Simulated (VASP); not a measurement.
# TiAl (P4/mmm) in VASP: further runs, part 2 of 2

VASP 6.6.1. Earlier steps stand in the parts before.

## (6) Single point, PBEsol (strain -0.015 along x and y, +0.015 along z)

The input, INCAR:

```
ALGO     = Fast           # electronic algorithm
EDIFF    = 1E-6           # SCF threshold, eV
ENCUT    = 520            # plane-wave cutoff, eV
GGA      = PS             # functional
ISIF     = 2              # what is computed and relaxed
ISMEAR   = 0              # smearing method
LASPH    = True           # aspherical terms in the spheres
LCHARG   = False          # write CHGCAR
LREAL    = False          # projectors in reciprocal space
LWAVE    = False          # write WAVECAR
NBANDS   = 14             # bands
NELM     = 60             # most SCF steps
PREC     = Accurate       # precision mode
SIGMA    = 0.15           # smearing width, eV
```

The input, KPOINTS:

```
k-points
0
Gamma
  20 20 20
```

The input, POSCAR:

```
TiAl
1.0
    3.1091269662      0.0000000000      0.0000000000
    0.0000000000      3.1091269662      0.0000000000
    0.0000000000      0.0000000000      3.2038211886
Ti Al
1 1
Direct
    0.0000000000      0.0000000000      0.0000000000
    0.5000000000      0.5000000000      0.5000000000
```

Potentials or basis: VASP PAW PBE potentials, release 64 (Ti_sv, Al).

The run is started by

```
cat potpaw_PBE.64/Ti_sv/POTCAR potpaw_PBE.64/Al/POTCAR > POTCAR
mpirun -np 1 vasp_std > vasp.out
```

OUTCAR:

```text
EDIFF = 1E-6
   ENCUT = 520
   GGA = PS
   ISIF = 2
   ISMEAR = 0
   LASPH = True
   LREAL = False
   NELM = 60
   PREC = Accurate

 ion  position               nearest neighbor table
   1  0.000  0.000  0.000-   2 2.72   2 2.72   2 2.72   2 2.72   2 2.72   2 2.72   2 2.72   2 2.72

   2  0.500  0.500  0.500-   1 2.72   1 2.72   1 2.72   1 2.72   1 2.72   1 2.72   1 2.72   1 2.72

  LATTYP: Found a simple tetragonal cell.
 ALAT       =     3.1091269662
 C/A-ratio  =     1.0304568528

[... 600 lines left out ...]

  FORCE on cell =-STRESS in cart. coord.  units (eV):
  Direction    XX          YY          ZZ          XY          YZ          ZX
  --------------------------------------------------------------------------------------
  -------------------------------------------------------------------------------------
  Total        0.2351211      0.2351211      0.6622234      0.0000000     -0.0000000      0.0000000
  in kB       12.1634544     12.1634544     34.2586238      0.0000000     -0.0000000      0.0000000
  external PRESSURE =      19.5285109 kB  Pullay stress =       0.0000000 kB

 VOLUME and BASIS-vectors are now :
 -----------------------------------------------------------------------------
  energy-cutoff  :      520.00
  volume of cell :       30.97
      direct lattice vectors                 reciprocal lattice vectors
     3.109126966  0.000000000  0.000000000     0.321633697  0.000000000  0.000000000
     0.000000000  3.109126966  0.000000000     0.000000000  0.321633697  0.000000000
     0.000000000  0.000000000  3.203821189     0.000000000  0.000000000  0.312127282

 POSITION                                       TOTAL-FORCE (eV/Angst)
 -----------------------------------------------------------------------------------
      0.00000      0.00000      0.00000         0.000000      0.000000      0.000000
      1.55456      1.55456      1.60191         0.000000      0.000000      0.000000
 -----------------------------------------------------------------------------------
    total drift:                                0.000000      0.000000      0.000000

  FREE ENERGIE OF THE ION-ELECTRON SYSTEM (eV)
  ---------------------------------------------------
  free  energy   TOTEN  =       -12.9818473019 eV

  energy  without entropy=      -12.9546379071  energy(sigma->0) =      -12.96824260
```

OSZICAR:

```text
N       E                     dE             d eps       ncg     rms          rms(c)
DAV:   1     0.996152049711E+02    0.99615E+02   -0.70722E+03 20364   0.109E+03
DAV:   2    -0.903509877226E+01   -0.10865E+03   -0.10463E+03 20970   0.301E+02
DAV:   3    -0.145235234603E+02   -0.54884E+01   -0.53161E+01 31014   0.648E+01
[... 15 lines left out ...]
RMM:  19    -0.129818385621E+02   -0.43820E-05   -0.43356E-05 25193   0.282E-02    0.751E-03
RMM:  20    -0.129818424453E+02   -0.38832E-05   -0.40695E-05 23057   0.199E-02    0.713E-03
RMM:  21    -0.129818444256E+02   -0.19803E-05   -0.19173E-05 21959   0.173E-02    0.418E-03
RMM:  22    -0.129818463188E+02   -0.18932E-05   -0.19402E-05 20859   0.140E-02    0.297E-03
RMM:  23    -0.129818473019E+02   -0.98311E-06   -0.94364E-06 19911   0.125E-02
   1 F= -.12981847E+02 E0= -.12968243E+02  d E =-.272094E-01
```

stdout:

```text
POSCAR found type information on POSCAR TiAl
 POSCAR found :  2 types and       2 ions
 scaLAPACK will be used
 -----------------------------------------------------------------------------
|                                                                             |
|                                                                             |
|     You enforced a specific xc type in the INCAR file but a different       |
|     I HOPE YOU KNOW WHAT YOU ARE DOING!                                     |
|                                                                             |
 -----------------------------------------------------------------------------

 LDA part: xc-table for (Slater+PW92), standard interpolation
 POSCAR, INCAR and KPOINTS ok, starting setup
 FFT: planning ... GRIDC
 FFT: planning ... GRID_SOFT
 FFT: planning ... GRID
 WAVECAR not read
 entering main loop
WARNING in EDDRMM: call to ZHEGV failed, returncode =   8  4      7
WARNING in EDDRMM: call to ZHEGV failed, returncode =   8  4     14
WARNING in EDDRMM: call to ZHEGV failed, returncode =   6  3     11
WARNING in EDDRMM: call to ZHEGV failed, returncode =   6  3      6
WARNING in EDDRMM: call to ZHEGV failed, returncode =   6  3      7
WARNING in EDDRMM: call to ZHEGV failed, returncode =   6  3      8
WARNING in EDDRMM: call to ZHEGV failed, returncode =   8  4     12
WARNING in EDDRMM: call to ZHEGV failed, returncode =   6  3      6
WARNING in EDDRMM: call to ZHEGV failed, returncode =   8  4      6
WARNING in EDDRMM: call to ZHEGV failed, returncode =   8  4      5
WARNING in EDDRMM: call to ZHEGV failed, returncode =   8  4      8
```

It took 2.2 min on 1 thread of Intel Xeon 6975P-C (Granite Rapids), shared host; peak memory 0.41 GiB.

What came out:

```
Free energy            : -12.9818 eV
Pressure               : 2.0 GPa
Band gap on the k mesh : zero (an odd number of electrons rules out a gap without spin polarisation)
```

Stress tensor (GPa, compression positive):
```
1.22 0.00 0.00
0.00 1.22 0.00
0.00 0.00 3.43
```

Levels at points of the mesh, in eV from the Fermi level:
```csv
k point,band 4,band 5,band 6,band 7,band 8,band 9,band 10,band 11,band 12,band 13
"(0.00, 0.00, 0.00)",-32.86,-9.41,-1.56,-1.47,1.84,1.84,1.99,4.06,4.89,4.89
"(0.50, 0.00, 0.00)",-32.84,-5.95,-5.26,-0.55,-0.08,0.28,2.07,3.29,6.55,9.03
"(0.50, 0.50, 0.00)",-32.86,-4.97,-1.98,-1.98,-1.46,0.56,0.56,3.00,5.15,5.15
"(0.00, 0.00, 0.50)",-32.85,-6.24,-5.33,-0.63,0.26,0.26,2.17,2.94,6.61,9.74
"(0.50, 0.00, 0.50)",-32.83,-5.16,-2.22,-2.05,-1.53,0.77,0.84,2.84,4.86,5.08
"(0.50, 0.50, 0.50)",-33.01,-3.20,-3.20,-3.20,0.89,2.89,2.94,3.05,3.08,3.08
```

Caveat: the cell differs from its parent crystal (strain -0.015 along x and y, +0.015 along z); the PAW data sets were made with another functional, which shifts forces and pressure a little.

## (7) Single point, PBEsol (strain -0.015 along x and y, +0.030 along z)

The input, INCAR:

```
SYSTEM = TiAl
ALGO     = Fast           ! electronic algorithm
EDIFF    = 1E-6           ! SCF threshold, eV
ENCUT    = 520            ! plane-wave cutoff, eV
GGA      = PS             ! functional
ISIF     = 2              ! what is computed and relaxed
ISMEAR   = 0              ! smearing method
LASPH    = .TRUE.         ! aspherical terms in the spheres
LCHARG   = .FALSE.        ! write CHGCAR
LREAL    = .FALSE.        ! projectors in reciprocal space
LWAVE    = .FALSE.        ! write WAVECAR
NBANDS   = 14             ! bands
NELM     = 100            ! most SCF steps
PREC     = Accurate       ! precision mode
SIGMA    = 0.15           ! smearing width, eV
```

The input, KPOINTS:

```
k-points
0
G
  20 20 20
  0 0 0
```

POSCAR, as its differences from that of step 6:

```diff
@@ -4,3 +4,3 @@
     0.0000000000      3.1091269662      0.0000000000
-    0.0000000000      0.0000000000      3.2038211886
+    0.0000000000      0.0000000000      3.2511682997
 Ti Al
```

The run is started by

```
cat potpaw_PBE.64/Ti_sv/POTCAR potpaw_PBE.64/Al/POTCAR > POTCAR
mpirun -np 1 vasp_std > vasp.out
```

Run time: 2.2 min. Hardware: 1 thread of Intel Xeon 6975P-C (Granite Rapids), shared host; peak memory 0.41 GiB.

Results (log left out):

* Free energy: -12.9904 eV
* Pressure: 0.2 GPa
* Band gap on the k mesh: zero (an odd number of electrons rules out a gap without spin polarisation)

Stress tensor (GPa, compression positive):
```
-0.97  0.00  0.00
 0.00 -0.97  0.00
 0.00  0.00  2.48
```

Levels at points of the mesh, in eV from the Fermi level:
| k point | band 5 | band 6 | band 7 | band 8 | band 9 | band 10 | band 11 | band 12 |
| --- | --- | --- | --- | --- | --- | --- | --- | --- |
| (0.00, 0.00, 0.00) | -9.34 | -1.53 | -1.41 | 1.80 | 1.80 | 2.02 | 3.75 | 4.96 |
| (0.50, 0.00, 0.00) | -5.88 | -5.20 | -0.52 | -0.18 | 0.35 | 2.04 | 3.29 | 6.52 |
| (0.50, 0.50, 0.00) | -4.85 | -1.92 | -1.92 | -1.41 | 0.50 | 0.50 | 3.00 | 5.05 |
| (0.00, 0.00, 0.50) | -6.30 | -5.30 | -0.62 | 0.32 | 0.32 | 2.18 | 2.78 | 6.63 |
| (0.50, 0.00, 0.50) | -5.13 | -2.27 | -2.01 | -1.51 | 0.80 | 0.89 | 2.76 | 4.75 |
| (0.50, 0.50, 0.50) | -3.14 | -3.14 | -3.13 | 0.82 | 2.81 | 2.87 | 3.04 | 3.07 |

Caveat: the cell differs from its parent crystal (strain -0.015 along x and y, +0.030 along z); the PAW data sets were made with another functional, which shifts forces and pressure a little.

## (8) Overview

```csv
cell,further INCAR settings,gap on the mesh (eV),pressure (GPa)
"a = 3.062, b = 3.062, c = 3.251 Å, 2 atoms",ALGO = Fast; EDIFF = 1e-07; NBANDS = 14,none,4.1
"a = 3.156, b = 3.156, c = 3.062 Å, 2 atoms",ALGO = Fast; EDIFF = 1e-06; NBANDS = 14,none,3.9
"a = 3.109, b = 3.109, c = 3.156 Å, 2 atoms",ALGO = Fast; EDIFF = 1e-06; NBANDS = 14,none,3.9
"a = 3.156, b = 3.156, c = 3.109 Å, 2 atoms",ALGO = Fast; EDIFF = 1e-07; NBANDS = 14,none,1.9
"a = 3.109, b = 3.109, c = 3.204 Å, 2 atoms",ALGO = Fast; EDIFF = 1e-06; NBANDS = 14,none,2.0
"a = 3.109, b = 3.109, c = 3.251 Å, 2 atoms",ALGO = Fast; EDIFF = 1e-06; NBANDS = 14,none,0.2
```

Alike in all rows: task single point; level PBEsol; potentials or basis VASP PAW PBE potentials, release 64 (Ti_sv, Al); no spin polarisation; k mesh 20 × 20 × 20; cutoff (eV) 520; smearing gaussian 0.15 eV.

Caveats: the PAW data sets were made with another functional, which shifts forces and pressure a little; the cell stands under pressure (at least some runs).

Total energies depend on the potentials used, so only differences within one code and one set of settings carry meaning.
